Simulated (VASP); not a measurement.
# SnO2 (fluorite type) (Fm-3m) in VASP: a series of runs

The runs below take SnO2 (fluorite type) through single point, with PBE.

Everything below comes from runs of VASP 6.6.1. Logs are shortened: lines on timing, memory, paths and dates and some standing lists are left out, and cuts for length are marked.

## Step 1: The cell of the first run

It takes space group Fm-3m (No. 225, cubic). Conventional cell: a = 5.073 Å, b = 5.073 Å, c = 5.073 Å, α = 90.00°, β = 90.00°, γ = 90.00°. Sn (site symmetry m-3m) has 8 O at 2.20 Å within 2.9 Å. Within 2.9 Å of O (site symmetry -43m) lie 4 Sn at 2.20 Å and 6 O at 2.54 Å.

## Step 2: Single point, PBE

Contents of INCAR:

```
SYSTEM = SnO2
PREC     = Accurate       ! precision mode
ENCUT    = 520            ! plane-wave cutoff, eV
EDIFF    = 1E-7           ! SCF threshold, eV
ISMEAR   = -1             ! smearing method
SIGMA    = 0.06122561905347299 ! smearing width, eV
LREAL    = .FALSE.        ! projectors in reciprocal space
LASPH    = .TRUE.         ! aspherical terms in the spheres
NELM     = 100            ! most SCF steps
ALGO     = Normal         ! electronic algorithm
ISIF     = 2              ! what is computed and relaxed
LWAVE    = .FALSE.        ! write WAVECAR
LCHARG   = .TRUE.         ! write CHGCAR
GGA      = PE             ! functional
LELF     = .TRUE.         ! ELF
LVHAR    = .TRUE.       
NBANDS   = 20             ! bands
```

Contents of KPOINTS:

```
regular mesh
0
G
  13 13 13
  0 0 0
```

Contents of POSCAR:

```
SnO2
1.0
    0.0000000000      2.5366893552      2.5366893552
    2.5366893552      0.0000000000      2.5366893552
    2.5366893552      2.5366893552      0.0000000000
Sn O
1 2
Direct
    0.0000000000      0.0000000000      0.0000000000
    0.2500000000      0.2500000000      0.2500000000
    0.7500000000      0.7500000000      0.7500000000
```

Potentials or basis: VASP PAW PBE potentials, release 64 (Sn_d, O).

The run is started by

```
$ cat potpaw_PBE.64/Sn_d/POTCAR potpaw_PBE.64/O/POTCAR > POTCAR
$ mpirun -np 1 vasp_std > vasp.out
```

OUTCAR:

```text
SYSTEM = SnO2
   PREC = Accurate
   ENCUT = 520
   EDIFF = 1E-7
   ISMEAR = -1
   LREAL = .FALSE.
   LASPH = .TRUE.
   NELM = 100
   ISIF = 2
   GGA = PE

 ion  position               nearest neighbor table
   1  0.000  0.000  0.000-   3 2.20   3 2.20   3 2.20   2 2.20   3 2.20   2 2.20   2 2.20   2 2.20

   2  0.250  0.250  0.250-   1 2.20   1 2.20   1 2.20   1 2.20
   3  0.750  0.750  0.750-   1 2.20   1 2.20   1 2.20   1 2.20

  LATTYP: Found a face centered cubic cell.
 ALAT       =     5.0733787104

  Lattice vectors:

 A1 = (   0.0000000000,   2.5366893552,   2.5366893552)
 A2 = (   2.5366893552,   0.0000000000,   2.5366893552)
 A3 = (   2.5366893552,   2.5366893552,   0.0000000000)

Analysis of symmetry for initial positions (statically):
=====================================================================
 Subroutine PRICEL returns:
 Original cell was already a primitive cell.

 Routine SETGRP: Setting up the symmetry group for a
 face centered cubic supercell.

 Subroutine GETGRP returns: Found 48 space group operations
 (whereof 48 operations were pure point group operations)
 out of a pool of 48 trial point group operations.

The static configuration has the point symmetry O_h .

Analysis of symmetry for dynamics (positions and initial velocities):
=====================================================================
 Subroutine PRICEL returns:
 Original cell was already a primitive cell.

 Routine SETGRP: Setting up the symmetry group for a
 face centered cubic supercell.

 Subroutine GETGRP returns: Found 48 space group operations
 (whereof 48 operations were pure point group operations)
 out of a pool of 48 trial point group operations.

The dynamic configuration has the point symmetry O_h .

 Subroutine INISYM returns: Found 48 space group operations
 (whereof 48 operations are pure point group operations),
 and found     1 'primitive' translations

----------------------------------------------------------------------------------------

                                     Primitive cell

  volume of cell :      32.6461

  direct lattice vectors                    reciprocal lattice vectors
     0.000000000  2.536689355  2.536689355    -0.197107304  0.197107304  0.197107304
     2.536689355  0.000000000  2.536689355     0.197107304 -0.197107304  0.197107304
[... 83 lines left out ...]
   LSORBIT =      F    spin-orbit coupling
   LASPH  =      T    aspherical Exc in radial PAW
   ENCUT  =  520.0 eV  38.22 Ry    6.18 a.u.   6.67  6.67  6.67*2*pi/ulx,y,z
   NELM   =    100;   NELMIN=  2; NELMDL= -5     # of ELM steps
   EDIFF  = 0.1E-06   stopping-criterion for ELM
   LREAL  =      F    real-space projection
   EDIFFG = 0.1E-05   stopping-criterion for IOM
   NSW    =      0    number of steps for IOM
   IBRION =     -1    ionic relax: 0-MD 1-quasi-New 2-CG
   NFREE  =      0    steps in history (QN), initial steepest desc. (CG)
   ISIF   =      2    stress and relaxation
   ISYM   =      2    0-nonsym 1-usesym 2-fastsym
   POTIM  = 0.5000    time-step for ionic-motion
   TEBEG  =    0.0;   TEEND  =   0.0 temperature during run
   PSTRESS=    0.0 pullay stress
   NELECT =      26.0000    total number of electrons
   NUPDOWN=      -1.0000    fix difference up-down
   EMIN   =  10.00;   EMAX   =-10.00  energy-range for DOS
   EFERMI =   0.00;   METHOD = LEGACY
   ISMEAR =    -1;   SIGMA  =   0.06  broadening in eV -4-tet -1-fermi 0-gaus
   EFERMI_NEDOS =   21; number of points for ismear=-14 and -15
   IALGO  =     38    algorithm
   IMIX   =      4    mixing-type and parameters
     AMIX     =   0.40;   BMIX     =  1.00
     AMIX_MAG =   1.60;   BMIX_MAG =  1.00
  volume/ion in A,a.u.               =      10.88        73.44
  Fermi-wavevector in a.u.,A,eV,Ry     =   1.517477  2.867615 31.330614  2.302735
  Thomas-Fermi vector in A             =   2.626727
   LORBIT       =      0    0 simple, 1 ext, 2 COOP (PROOUT), +10 PAW based schemes
   GGA     = PE    functional components
   LHFCALC =     F    Hartree Fock is set to
   AEXX    =    0.0000 exact exchange contribution
   IVDW    =     0    specifies the selected vdW correction
   LEPSILON=     F    determine dielectric tensor
   LRPA    =     F    only Hartree local field effects (RPA)
 non-spin polarized calculation
  energy-cutoff  :      520.00
  volume of cell :       32.65
 maximum number of plane-waves:       899
   NGX = 13   NGY = 13   NGZ = 13

 number of electron      25.9999986 magnetization

 Free energy of the ion-electron system (eV)
  ---------------------------------------------------
  ext. energy  EPLUGINS =         0.00000000
  ---------------------------------------------------
  free energy    TOTEN  =       -17.87483436 eV

  energy without entropy =      -17.87454611  energy(sigma->0) =      -17.87469024

 E-fermi :   8.2556     XC(G=0): -11.9025

 val. band max:        8.2236415130   @ k =   0.0000   0.0000   0.0000
 cond. band min:       8.8791146975   @ k =   0.0769   0.0000   0.0000
 fundamental gap:      0.6554731845
 Fermi energy:         8.2555816635

 k-point     1 :       0.0000    0.0000    0.0000
  band No.  band energies     occupation
      1     -12.5820      2.00000
      2     -12.5820      2.00000
      3     -12.5820      2.00000
      4     -12.4270      2.00000
      5     -12.4270      2.00000
      6     -11.7167      2.00000
[... 541 lines left out ...]
     19      23.9040      0.00000
     20      26.3601      0.00000

 [... further k-points ...]

------------------------ aborting loop because EDIFF is reached ----------------------------------------

  FORCE on cell =-STRESS in cart. coord.  units (eV):
  Direction    XX          YY          ZZ          XY          YZ          ZX
  --------------------------------------------------------------------------------------
  -------------------------------------------------------------------------------------
  Total        1.8637162      1.8637162      1.8637162      0.0000000      0.0000000      0.0000000
  in kB       91.4657540     91.4657540     91.4657540      0.0000000      0.0000000      0.0000000
  external PRESSURE =      91.4657540 kB  Pullay stress =       0.0000000 kB

 VOLUME and BASIS-vectors are now :
 -----------------------------------------------------------------------------
  energy-cutoff  :      520.00
  volume of cell :       32.65
      direct lattice vectors                 reciprocal lattice vectors
     0.000000000  2.536689355  2.536689355    -0.197107304  0.197107304  0.197107304
     2.536689355  0.000000000  2.536689355     0.197107304 -0.197107304  0.197107304
     2.536689355  2.536689355  0.000000000     0.197107304  0.197107304 -0.197107304

 POSITION                                       TOTAL-FORCE (eV/Angst)
 -----------------------------------------------------------------------------------
      0.00000      0.00000      0.00000         0.000000     -0.000000      0.000000
      1.26834      1.26834      1.26834        -0.000000     -0.000000      0.000000
      3.80503      3.80503      3.80503         0.000000      0.000000     -0.000000
 -----------------------------------------------------------------------------------
    total drift:                               -0.000000     -0.000000      0.000000

  FREE ENERGIE OF THE ION-ELECTRON SYSTEM (eV)
  ---------------------------------------------------
  free  energy   TOTEN  =       -17.8748343634 eV

  energy  without entropy=      -17.8745461075  energy(sigma->0) =      -17.87469024
```

OSZICAR:

```text
N       E                     dE             d eps       ncg     rms          rms(c)
DAV:   1     0.238825604604E+03    0.23883E+03   -0.13579E+04  3676   0.205E+03
DAV:   2     0.432448767748E+01   -0.23450E+03   -0.22212E+03  3592   0.493E+02
DAV:   3    -0.204038157591E+02   -0.24728E+02   -0.24451E+02  3828   0.135E+02
DAV:   4    -0.210590335062E+02   -0.65522E+00   -0.65460E+00  3800   0.227E+01
DAV:   5    -0.210733382853E+02   -0.14305E-01   -0.14304E-01  4256   0.349E+00    0.110E+01
DAV:   6    -0.178644785863E+02    0.32089E+01   -0.11064E+01  5112   0.570E+01    0.391E+00
DAV:   7    -0.178893483265E+02   -0.24870E-01   -0.67197E-01  3604   0.589E+00    0.196E+00
DAV:   8    -0.178762126344E+02    0.13136E-01   -0.65174E-02  3780   0.256E+00    0.364E-01
DAV:   9    -0.178743115044E+02    0.19011E-02   -0.11089E-02  5056   0.163E+00    0.833E-02
DAV:  10    -0.178748301437E+02   -0.51864E-03   -0.13359E-03  3656   0.385E-01    0.198E-02
DAV:  11    -0.178748331660E+02   -0.30222E-05   -0.49675E-05  4592   0.110E-01    0.139E-02
DAV:  12    -0.178748343852E+02   -0.12192E-05   -0.66699E-06  3720   0.213E-02    0.457E-03
DAV:  13    -0.178748343008E+02    0.84449E-07   -0.13845E-06  4000   0.121E-02    0.122E-03
DAV:  14    -0.178748343634E+02   -0.62620E-07   -0.74980E-08  3168   0.355E-03
   1 F= -.17874834E+02 E0= -.17874690E+02  d E =-.288256E-03
```

Run time: 32 s. Hardware: 1 thread of Intel Xeon 6975P-C (Granite Rapids), shared host; peak memory 0.19 GiB.

What came out:

```yaml
Free_energy: -17.8748 eV
Pressure: 9.1 GPa
Band_gap_on_the_k_mesh: 0.29 eV (least direct gap 1.63 eV)
```

Levels at points of the mesh, in eV from the valence-band top:
```csv
k point,band 9,band 10,band 11,band 12,band 13,band 14,band 15,band 16,band 17,band 18
"(0.00, 0.00, 0.00)",-2.88,-2.88,-1.35,-1.35,-1.35,0.29,7.16,7.16,7.16,13.54
```

Caveat: the cell stands under pressure; semilocal functionals underestimate gaps, and a narrow one can read as zero; spin-orbit coupling is left out, which moves the levels of the heavy elements; an odd mesh through Γ misses points on the zone boundary, where band edges can lie.

[end of part 1 of 2]

The gap in the log of VASP goes by the Fermi energy; the results here count the filled bands.